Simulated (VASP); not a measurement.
# Ta2SiO3 (P-1) in VASP: further runs

Ta2SiO3 is run at these levels: PBE; tasks: equation of state.

All numbers are computed with VASP 6.6.1; they aren't measurements. Logs are shortened: lines on timing, memory, paths and dates and some standing lists are left out, and cuts for length are marked.

### 1 The cell of the first run

The typed cell holds 12 atoms: a = 5.030 Å, b = 5.045 Å, c = 6.736 Å, α = 93.39°, β = 91.45°, γ = 91.46°.

### 2 Equation of state, PBE, 14.21 Å³/atom (14.21 Å³/atom)

File INCAR:

```
SYSTEM = Ta2SiO3
PREC = Accurate ; ENCUT = 520
EDIFF = 1E-6 ; ISMEAR = 0
SIGMA = 0.1 ; LREAL = .FALSE.
LASPH = .TRUE. ; NELM = 100
ALGO = Normal ; ISIF = 4
LWAVE = .FALSE. ; LCHARG = .FALSE.
GGA = PE ; IBRION = 2
NSW = 30 ; EDIFFG = -0.02
KPAR = 4
```

File KPOINTS:

```
regular mesh
0
G
  6 6 6
  0 0 0
```

File POSCAR:

```
Ta2SiO3
1.0
    5.0296480000      0.0000000000      0.0000000000
   -0.1282800000      5.0429150000      0.0000000000
   -0.1706150000     -0.4030530000      6.7212720000
Ta Si O
4 2 6
Direct
    0.9735420000      0.2702360000      0.1865180000
    0.4845440000      0.7161270000      0.2056970000
    0.0264580000      0.7297640000      0.8134820000
    0.5154560000      0.2838730000      0.7943030000
    0.2456680000      0.4883960000      0.4924540000
    0.7543320000      0.5116040000      0.5075460000
    0.7104440000      0.0141470000      0.2695090000
    0.2005530000      0.9600510000      0.1415590000
    0.7538190000      0.5289120000      0.0174680000
    0.2895560000      0.9858530000      0.7304910000
    0.7994470000      0.0399490000      0.8584410000
    0.2461810000      0.4710880000      0.9825320000
```

Potentials or basis: VASP PAW PBE potentials, release 64 (Ta_pv, Si, O).

The run is started by

```console
$ cat potpaw_PBE.64/Ta_pv/POTCAR potpaw_PBE.64/Si/POTCAR potpaw_PBE.64/O/POTCAR > POTCAR
$ mpirun -np 4 vasp_std > vasp.out
```

OUTCAR:

```text
SYSTEM = Ta2SiO3
   PREC = Accurate
   ENCUT = 520
   EDIFF = 1E-6
   ISMEAR = 0
   LREAL = .FALSE.
   LASPH = .TRUE.
   NELM = 100
   ISIF = 4
   GGA = PE
   IBRION = 2
   NSW = 30
   EDIFFG = -0.02

 ion  position               nearest neighbor table
   1  0.974  0.270  0.187-   7 1.94   8 1.97   9 2.10  12 2.23  11 2.56   5 2.62   6 2.69   2 3.37
                             2 3.37   4 3.47   3 3.53
   2  0.485  0.716  0.206-   7 1.88   8 1.97   9 2.08  12 2.20   5 2.61   6 2.69   1 3.37   1 3.37
                             4 3.43   3 3.47
   3  0.026  0.730  0.813-  10 1.94  11 1.97  12 2.10   9 2.23   8 2.56   6 2.62   5 2.69   4 3.37
                             4 3.37   2 3.47   1 3.53
   4  0.515  0.284  0.794-  10 1.88  11 1.97  12 2.08   9 2.20   6 2.61   5 2.69   3 3.37   3 3.37
                             2 3.43   1 3.47
   5  0.246  0.488  0.492-   6 2.48   6 2.56   2 2.61   1 2.62   4 2.69   3 2.69
   6  0.754  0.512  0.508-   5 2.48   5 2.56   4 2.61   3 2.62   2 2.69   1 2.69
   7  0.710  0.014  0.270-   2 1.88   1 1.94
   8  0.201  0.960  0.142-   2 1.97   1 1.97   3 2.56
   9  0.754  0.529  0.017-   2 2.08   1 2.10   4 2.20   3 2.23
  10  0.290  0.986  0.730-   4 1.88   3 1.94
  11  0.799  0.040  0.858-   4 1.97   3 1.97   1 2.56
  12  0.246  0.471  0.983-   4 2.08   3 2.10   2 2.20   1 2.23

  LATTYP: Found a triclinic cell.
 ALAT       =     7.0323822399
 B/A-ratio  =     0.7152125451
 C/A-ratio  =     1.2301339364
 COS(alpha) =     0.0048937829
 COS(beta)  =     0.4548501597
 COS(gamma) =     0.6969712158

  Lattice vectors:

 A1 = (   4.9013680000,   5.0429150000,   0.0000000000)
 A2 = (   5.0296480000,   0.0000000000,   0.0000000000)
 A3 = (   0.0423350000,   5.4459680000,  -6.7212720000)

Analysis of symmetry for initial positions (statically):
=====================================================================
 Subroutine PRICEL returns:
 Original cell was already a primitive cell.

 Routine SETGRP: Setting up the symmetry group for a
 triclinic supercell.

 Subroutine GETGRP returns: Found  2 space group operations
 (whereof  2 operations were pure point group operations)
 out of a pool of  2 trial point group operations.

The static configuration has the point symmetry S_2 .

Analysis of symmetry for dynamics (positions and initial velocities):
=====================================================================
 Subroutine PRICEL returns:
 Original cell was already a primitive cell.

 Routine SETGRP: Setting up the symmetry group for a
 triclinic supercell.

 Subroutine GETGRP returns: Found  2 space group operations
 (whereof  2 operations were pure point group operations)
 out of a pool of  2 trial point group operations.

The dynamic configuration has the point symmetry S_2 .

 Subroutine INISYM returns: Found  2 space group operations
 (whereof  2 operations are pure point group operations),
 and found     1 'primitive' translations

----------------------------------------------------------------------------------------

                                     Primitive cell

  volume of cell :     170.4789

  direct lattice vectors                    reciprocal lattice vectors
     5.029648000  0.000000000  0.000000000     0.198821071  0.005057544  0.005350225
    -0.128280000  5.042915000  0.000000000     0.000000000  0.198298008  0.011891292
    -0.170615000 -0.403053000  6.721272000     0.000000000  0.000000000  0.148781362

  length of vectors
     5.029648000  5.044546308  6.735507293     0.198957337  0.198654229  0.148781362

  position of ions in fractional coordinates (direct lattice)
     0.973542000  0.270236000  0.186518000
     0.484544000  0.716127000  0.205697000
     0.026458000  0.729764000  0.813482000
     0.515456000  0.283873000  0.794303000
     0.245668000  0.488396000  0.492454000
     0.754332000  0.511604000  0.507546000
     0.710444000  0.014147000  0.269509000
     0.200553000  0.960051000  0.141559000
     0.753819000  0.528912000  0.017468000
     0.289556000  0.985853000  0.730491000
     0.799447000  0.039949000  0.858441000
     0.246181000  0.471088000  0.982532000

  ion indices of the primitive-cell ions
   primitive index   ion index
                 1           1
                 2           2
                 3           3
                 4           4
                 5           5
                 6           6
                 7           7
                 8           8
                 9           9
                10          10
                11          11
                12          12

----------------------------------------------------------------------------------------

 KPOINTS: regular mesh

Automatic generation of k-mesh.
 Grid dimensions read from file:
 generate k-points for:    6    6    6

 Generating k-lattice:

  Cartesian coordinates                     Fractional coordinates (reciprocal lattice)
     0.033136845  0.000842924  0.000891704     0.166666667  0.000000000  0.000000000
     0.000000000  0.033049668  0.001981882     0.000000000  0.166666667  0.000000000
     0.000000000  0.000000000  0.024796894     0.000000000  0.000000000  0.166666667

  Length of vectors
     0.033159556  0.033109038  0.024796894

  Shift w.r.t. Gamma in fractional coordinates (k-lattice)
     0.000000000  0.000000000  0.000000000

 Subroutine IBZKPT returns following result:
 ===========================================

 Found    112 irreducible k-points:

 Following reciprocal coordinates:
            Coordinates               Weight
  0.000000  0.000000  0.000000      1.000000
  0.166667  0.000000 -0.000000      2.000000
  0.333333 -0.000000 -0.000000      2.000000
  0.500000  0.000000 -0.000000      1.000000
  0.000000  0.166667  0.000000      2.000000
  0.166667  0.166667 -0.000000      2.000000
[... 16 lines left out ...]
  0.333333 -0.000000  0.166667      2.000000
  0.500000  0.000000  0.166667      2.000000
 [... further k-points ...]
   k-points           NKPTS =    112   k-points in BZ     NKDIM =    112   number of bands    NBANDS=     52
   number of dos      NEDOS =    301   number of ions     NIONS =     12
   total plane-waves  NPLWV =  80000
   dimension x,y,z NGX =    40 NGY =   40 NGZ =   50
   dimension x,y,z NGXF=    80 NGYF=   80 NGZF=  100
   ions per type =               4   2   6
   NGX,Y,Z   is equivalent  to a cutoff of  13.22, 13.18, 12.34 a.u.
   NGXF,Y,Z  is equivalent  to a cutoff of  26.44, 26.36, 24.68 a.u.
 SYSTEM =  Ta2SiO3
   PREC   = accura    normal or accurate (medium, high low for compatibility)
   ISTART =      0    job   : 0-new  1-cont  2-samecut
   ICHARG =      2    charge: 1-file 2-atom 10-const
   ISPIN  =      1    spin polarized calculation?
   LNONCOLLINEAR =      F non collinear calculations
   LSORBIT =      F    spin-orbit coupling
   LASPH  =      T    aspherical Exc in radial PAW
   ENCUT  =  520.0 eV  38.22 Ry    6.18 a.u.   9.35  9.38 12.52*2*pi/ulx,y,z
   NELM   =    100;   NELMIN=  2; NELMDL= -5     # of ELM steps
   EDIFF  = 0.1E-05   stopping-criterion for ELM
   LREAL  =      F    real-space projection
   EDIFFG = -.2E-01   stopping-criterion for IOM
   NSW    =     30    number of steps for IOM
   IBRION =      2    ionic relax: 0-MD 1-quasi-New 2-CG
   NFREE  =      1    steps in history (QN), initial steepest desc. (CG)
   ISIF   =      4    stress and relaxation
   ISYM   =      2    0-nonsym 1-usesym 2-fastsym
   POTIM  = 0.5000    time-step for ionic-motion
   TEBEG  =    0.0;   TEEND  =   0.0 temperature during run
   PSTRESS=    0.0 pullay stress
   NELECT =      88.0000    total number of electrons
   NUPDOWN=      -1.0000    fix difference up-down
   EMIN   =  10.00;   EMAX   =-10.00  energy-range for DOS
   EFERMI =   0.00;   METHOD = LEGACY
   ISMEAR =     0;   SIGMA  =   0.10  broadening in eV -4-tet -1-fermi 0-gaus
   EFERMI_NEDOS =   21; number of points for ismear=-14 and -15
   IALGO  =     38    algorithm
   IMIX   =      4    mixing-type and parameters
     AMIX     =   0.40;   BMIX     =  1.00
     AMIX_MAG =   1.60;   BMIX_MAG =  1.00
  volume/ion in A,a.u.               =      14.21        95.87
  Fermi-wavevector in a.u.,A,eV,Ry     =   1.313244  2.481672 23.464747  1.724610
  Thomas-Fermi vector in A             =   2.443580
   LORBIT       =      0    0 simple, 1 ext, 2 COOP (PROOUT), +10 PAW based schemes
   GGA     = PE    functional components
   LHFCALC =     F    Hartree Fock is set to
   AEXX    =    0.0000 exact exchange contribution
   IVDW    =     0    specifies the selected vdW correction
   LEPSILON=     F    determine dielectric tensor
   LRPA    =     F    only Hartree local field effects (RPA)
 conjugate gradient relaxation of ions
 non-spin polarized calculation
 Gauss-broadening in eV      SIGMA  =   0.10
  energy-cutoff  :      520.00
  volume of cell :      170.48
 maximum number of plane-waves:      4617
 NGX is ok and might be reduce to    40
   NGX = 19   NGY = 19   NGZ = 25

 number of electron      87.9999992 magnetization

 Free energy of the ion-electron system (eV)
  ---------------------------------------------------
  ext. energy  EPLUGINS =         0.00000000
  ---------------------------------------------------
  free energy    TOTEN  =      -109.35728076 eV

  energy without entropy =     -109.34075052  energy(sigma->0) =     -109.34901564

 E-fermi :   5.4935     XC(G=0): -10.8868

 val. band max:        5.4899097697   @ k =  -0.1667   0.5000   0.3333
 cond. band min:       5.4936904454   @ k =  -0.1667   0.3333   0.1667
 fundamental gap:      0.0037806757
 Fermi energy:         5.4935268568

 k-point     1 :       0.0000    0.0000    0.0000
  band No.  band energies     occupation
      1     -30.8644      2.00000
      2     -30.7528      2.00000
      3     -30.7237      2.00000
      4     -30.6576      2.00000
      5     -30.6352      2.00000
      6     -30.5927      2.00000
[... 44 lines left out ...]
     51       7.6157      0.00000
     52       7.7494      0.00000

 k-point     2 :       0.1667    0.0000   -0.0000
  band No.  band energies     occupation
      1     -30.8522      2.00000
      2     -30.7458      2.00000
      3     -30.7150      2.00000
      4     -30.6604      2.00000
      5     -30.6322      2.00000
      6     -30.6011      2.00000
[... 44 lines left out ...]
     51       7.6008      0.00000
     52       7.7063      0.00000

 k-point     3 :       0.3333   -0.0000   -0.0000
  band No.  band energies     occupation
      1     -30.8195      2.00000
      2     -30.7408      2.00000
      3     -30.6996      2.00000
      4     -30.6568      2.00000
      5     -30.6211      2.00000
      6     -30.6162      2.00000
[... 44 lines left out ...]
     51       7.6354      0.00000
     52       7.8774      0.00000
[... 1046 lines left out ...]
 k-point    23 :       0.3333   -0.0000    0.1667
  band No.  band energies     occupation
      1     -30.8194      2.00000
      2     -30.7407      2.00000
      3     -30.6998      2.00000
      4     -30.6565      2.00000
      5     -30.6213      2.00000
      6     -30.6162      2.00000
[... 44 lines left out ...]
     51       7.6965      0.00000
     52       7.9944      0.00000

 k-point    24 :       0.5000    0.0000    0.1667
  band No.  band energies     occupation
      1     -30.7859      2.00000
      2     -30.7623      2.00000
      3     -30.6858      2.00000
      4     -30.6517      2.00000
      5     -30.6170      2.00000
      6     -30.6058      2.00000
[... 44 lines left out ...]
     51       7.8151      0.00000
     52       7.9446      0.00000

 [... further k-points ...]
[... 5 lines left out ...]
  --------------------------------------------------------------------------------------
  -------------------------------------------------------------------------------------
  Total        0.0755644      0.0132307      0.1063044      0.0167413     -0.0030803     -0.0153057
  in kB        0.7101611      0.1243433      0.9990589      0.1573368     -0.0289493     -0.1438445
  external PRESSURE =       0.6111878 kB  Pullay stress =       0.0000000 kB

 VOLUME and BASIS-vectors are now :
 -----------------------------------------------------------------------------
  energy-cutoff  :      520.00
  volume of cell :      170.48
      direct lattice vectors                 reciprocal lattice vectors
     5.029648000  0.000000000  0.000000000     0.198821071  0.005057544  0.005350225
    -0.128280000  5.042915000  0.000000000     0.000000000  0.198298008  0.011891292
    -0.170615000 -0.403053000  6.721272000     0.000000000  0.000000000  0.148781362

 POSITION                                       TOTAL-FORCE (eV/Angst)
 -----------------------------------------------------------------------------------
      4.83008      1.28760      1.25364         0.005322      0.002891      0.007349
      2.31013      3.52846      1.38255         0.004465     -0.000055     -0.005662
     -0.09933      3.35226      5.46763        -0.005322     -0.002891     -0.007349
      2.42063      1.11140      5.33873        -0.004465      0.000055      0.005662
      1.08895      2.26445      3.30992        -0.001054      0.002594      0.003819
      3.64180      2.37541      3.41135         0.001054     -0.002594     -0.003819
      3.52549     -0.03728      1.81144        -0.000485     -0.005226      0.002682
      0.86140      4.78440      0.95146         0.000745     -0.000257      0.003759
      3.72062      2.66022      0.11741         0.002453     -0.006335      0.001423
      1.20527      4.67715      4.90983         0.000485      0.005226     -0.002682
      3.86935     -0.14454      5.76982        -0.000745      0.000257     -0.003759
      1.01014      1.97964      6.60386        -0.002453      0.006335     -0.001423
 -----------------------------------------------------------------------------------
    total drift:                                0.000000     -0.000000     -0.000000

  FREE ENERGIE OF THE ION-ELECTRON SYSTEM (eV)
  ---------------------------------------------------
  free  energy   TOTEN  =      -109.3572807631 eV

  energy  without entropy=     -109.3407505161  energy(sigma->0) =     -109.34901564

 reached required accuracy - stopping structural energy minimisation
```

Run time: 4.2 min. Hardware: 4 MPI ranks of Intel Xeon Platinum 8488C (Sapphire Rapids), shared host; peak memory 0.79 GiB.

Results:

| Quantity | Value |
| --- | --- |
| Free energy | -109.3573 eV |
| Pressure | 0.1 GPa |
| Largest force | 0.010 eV/Å |
| Band gap on the k mesh | zero (bands 44 and 45 overlap by 0.69 eV) |

Caveat: spin-orbit coupling is left out, which moves the levels of the heavy elements.

### 3 Equation of state, PBE, 13.78 Å³/atom (13.78 Å³/atom)

INCAR is that of step 2.

KPOINTS is that of step 2.

POSCAR, as its differences from that of step 2:

```diff
@@ -2,5 +2,5 @@
 1.0
-    5.0296480000      0.0000000000      0.0000000000
-   -0.1282800000      5.0429150000      0.0000000000
-   -0.1706150000     -0.4030530000      6.7212720000
+    4.9788400010      0.0000000000      0.0000000000
+   -0.1269841538      4.9919729818      0.0000000000
+   -0.1688914983     -0.3989814792      6.6533757216
 Ta Si O
```

Potentials or basis: VASP PAW PBE potentials, release 64 (Ta_pv, Si, O).

The run is started by

```console
$ cat potpaw_PBE.64/Ta_pv/POTCAR potpaw_PBE.64/Si/POTCAR potpaw_PBE.64/O/POTCAR > POTCAR
$ mpirun -np 4 vasp_std > vasp.out
```

It took 31 min on 4 MPI ranks of Intel Xeon Platinum 8488C (Sapphire Rapids), shared host; peak memory 0.8 GiB.

Results (log left out):

```
Free energy            : -109.2788 eV
Pressure               : 4.7 GPa
Largest force          : 0.018 eV/Å
Band gap on the k mesh : zero (bands 44 and 45 overlap by 0.80 eV)
```

Caveat: the cell stands under pressure; spin-orbit coupling is left out, which moves the levels of the heavy elements.
